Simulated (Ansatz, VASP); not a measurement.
# Ta2AlF3 in VASP and in Ansatz

```xyz
6
Lattice="4.4112 0.0000 0.0000 0.0000 4.4112 0.0000 0.0000 0.0000 4.8405" Properties=species:S:1:pos:R:3 pbc="T T T"
Ta    0.0000    2.2056    1.3935
Ta    2.2056    0.0000    3.4470
Al    0.0000    0.0000    2.4202
F     2.2056    2.2056    0.0000
F     0.0000    0.0000    0.0000
F     2.2056    2.2056    2.4202
```

Change from the starting cell: species swapped into the Li3MnAs2 type (P-4m2, No. 115).

Alike in both runs: functional PBE; k mesh 4 × 4 × 4; occupations gaussian, width 0.1 eV; collinear spin.

Ansatz relaxed the structure, and its values are those at the end. VASP's run is a single point on that final structure, the one shown.

|  | VASP | Ansatz |
| --- | --- | --- |
| version | VASP 6.6.1 | Ansatz 0.2.0 |
| potentials or method | VASP PAW PBE potentials, release 64 (Ta_pv, Al, F), cutoff 520 eV | scalar-relativistic, plane waves, PAW |
| valence electrons in the cell | 46 | 50 |

Ansatz gave:

```
gap on the k mesh at the Fermi level (eV)                     : none
pressure (GPa)                                                : 0.0
net moment per atom (μB)                                      : 0.17
size of the moment on the site where the two differ most (μB) : 0.27
```

Task: Estimate VASP's values.

Result: gap on the k mesh at the Fermi level (eV): none; pressure (GPa): -0.2; net moment per atom (μB): 0.16; size of the moment on the site where the two differ most (μB): 0.34.

Site moments also hang on the region over which each program counts them. A gap of «none» marks a metal or a gap that the smearing closes. VASP's potentials hold 46 valence electrons a cell and Ansatz's 50, so a difference there can come from the potentials and not from the codes.

Spin-orbit coupling is off throughout.
